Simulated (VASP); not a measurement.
Write the native input for VASP 6.6.1 that does the following.

| Quantity | Value |
| --- | --- |
| Task | single point |
| Functional | PBE |
| Potentials or basis | VASP PAW PBE potentials, release 64 (Sr_sv, O) |
| Cutoff | 520 eV |
| k mesh | 8 × 8 × 8 |
| Occupations | fermi-dirac, width 0.02 eV |
| Spin | no spin polarisation |
| Dipole correction | no |
| Further INCAR settings | ALGO = Normal; EDIFF = 1e-06; NBANDS = 15 |

The structure of SrO lies in POSCAR:

```
SrO
1.0
    0.0000000000      2.5798923266      2.4449639579
    2.5798923266      0.0000000000      2.4449639579
    2.5798923266      2.5798923266      0.0000000000
Sr O
1 1
Direct
    0.0000000000      0.0000000000      0.0000000000
    0.5000000000      0.5000000000      0.5000000000
```

This cell differs from its parent crystal: uniaxial z strain -5.2%.

One way to write it, as run:

INCAR

```
SYSTEM = SrO
ALGO = Normal
EDIFF = 1E-6
ENCUT = 520
GGA = PE
ISIF = 2
ISMEAR = -1
LASPH = .True.
LCHARG = .False.
LREAL = .False.
LWAVE = .False.
NBANDS = 15
NELM = 100
PREC = Accurate
SIGMA = 0.02
```

KPOINTS

```
k-points
0
Gamma
  8 8 8
  0 0 0
```

Potentials or basis: VASP PAW PBE potentials, release 64 (Sr_sv, O).

Run with:

```console
$ cat potpaw_PBE.64/Sr_sv/POTCAR potpaw_PBE.64/O/POTCAR > POTCAR
$ mpirun -np 1 vasp_std > vasp.out
```

It gave:

| Quantity | Value |
| --- | --- |
| Pressure | 8.9 GPa |
| Band gap on the k mesh | 2.93 eV, indirect (least direct gap 3.18 eV) |

Caveat: the cell differs from its parent crystal (uniaxial z strain -5.2%).

Run time: 23 s on 1 thread of Intel(R) Xeon(R) Platinum 8259CL CPU @ 2.50GHz (Skylake/Cascade Lake), on a shared host, peak memory 0.17 GiB.
